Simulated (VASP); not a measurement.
Ti, 3 atoms in the cell. It takes space group P6/mmm (No. 191, hexagonal). Conventional cell: a = 4.692 Å, b = 4.692 Å, c = 2.820 Å, α = 90.00°, β = 90.00°, γ = 120.00°. Ti (site symmetry 6/mmm) has 14 Ti at 2.82 to 3.05 Å within 3.7 Å. Ti (site symmetry -6m2) has 11 Ti at 2.71 to 3.05 Å within 3.6 Å. This isn't the form of Ti at room conditions, which is hcp.

| Item | Value |
| --- | --- |
| Program | VASP 6.6.1 |
| Task | single point |
| Functional | r2SCAN |
| Potentials or basis | VASP PAW PBE potentials, release 64 (Ti_sv) |
| Cutoff | 520 eV |
| k mesh | 9 × 9 × 12 |
| Occupations | methfessel-paxton, width 0.1 eV |
| Spin | no spin polarisation |
| Dipole correction | no |
| Further INCAR settings | ALGO = Normal; EDIFF = 1e-07; NBANDS = 25 |

Potentials or basis: VASP PAW PBE potentials, release 64 (Ti_sv).

The run is started by

```bash
$ cat potpaw_PBE.64/Ti_sv/POTCAR > POTCAR
$ cp INCAR.step1 INCAR
$ mpirun -np 1 vasp_std > vasp.out
$ cp INCAR.step2 INCAR
$ mpirun -np 1 vasp_std > vasp.out
```

Hardware: 1 thread of Intel(R) Xeon(R) Platinum 8488C (Sapphire Rapids), with other jobs on the host.

Problem. Estimate the wall time of this run.

Solution. Wall time 4.5 min on 1 thread of Intel(R) Xeon(R) Platinum 8488C (Sapphire Rapids), on a shared host, peak memory 0.23 GiB. Counts: k points 84.
